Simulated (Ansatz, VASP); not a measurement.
**Two plane-wave programs on LaHfO**

File INCAR:

```
SYSTEM = LaHfO
  ALGO = Normal
  EDIFF = 1E-6
  EDIFFG = -0.001
  ENCUT = 600
  GGA = PE
  IBRION = 2
  ISIF = 3
  ISMEAR = 0
  LASPH = .TRUE.
  LCHARG = .FALSE.
  LREAL = .FALSE.
  LWAVE = .FALSE.
  NELM = 60
  NSW = 80
  PREC = Accurate
  SIGMA = 0.1
```

File KPOINTS:

```
k-points
0
G
  10 10 8
  0 0 0
```

The input POSCAR:

```
LaHfO
1.0
    3.7196000551      0.0000000000      0.0000000000
    0.0000000000      3.7196000551      0.0000000000
    0.0000000000      0.0000000000      4.3002551012
La Hf O
1 1 1
Direct
    0.5000000000      0.5000000000      0.5000000000
    0.0000000000      0.0000000000      0.0000000000
    0.0000000000      0.0000000000      0.5000000000
```

Input for Ansatz:

```yaml
crystal:
  lattice:
    - [3.7196000551, 0.0, 0.0]
    - [0.0, 3.7196000551, 0.0]
    - [0.0, 0.0, 4.3002551012]
  atoms:
    - { symbol: La, position: [0.5, 0.5, 0.5] }
    - { symbol: Hf, position: [0.0, 0.0, 0.0] }
    - { symbol: O, position: [0.0, 0.0, 0.5] }
basis:
  ecutwfc: 420
kpoints:
  mp_grid: { grid: [10, 10, 8] }
hamiltonian:
  xc: pbe
scf:
  occupations: { method: gaussian, width: 0.1 }
output:
  forces: true
  stress: true
  eigenvalues: true
relax:
  adjacent_minimum: "off"
  f_tol: 0.001
  max_steps: 60
  cell: { stress_tol: 0.01 }
```

Alike in both runs: task relaxation of cell and atoms; functional PBE; k mesh 10 × 10 × 8; occupations gaussian, width 0.1 eV; no spin polarisation.

|  | VASP | Ansatz |
| --- | --- | --- |
| version | VASP 6.6.1 | Ansatz 0.2.0 |
| potentials or method | VASP PAW PBE potentials, release 64 (La, Hf_pv, O), cutoff 600 eV | scalar-relativistic, plane waves, PAW |
| valence electrons in the cell | 27 | 43 |

|  | VASP | Ansatz | Ansatz less VASP |
| --- | --- | --- | --- |
| gap on the k mesh at the Fermi level, each at its own relaxed structure (eV) | none | none | - |
| relaxed volume (Å³/atom) | 19.74 | 19.83 | +0.100 |
| relaxed cell length with the largest relative difference (Å) | 4.279 | 4.299 | +0.0202 |

A gap of «none» marks a metal or a gap that the smearing closes. VASP's potentials hold 27 valence electrons a cell and Ansatz's 43, so a difference there can come from the potentials and not from the codes.

Spin-orbit coupling is off throughout.
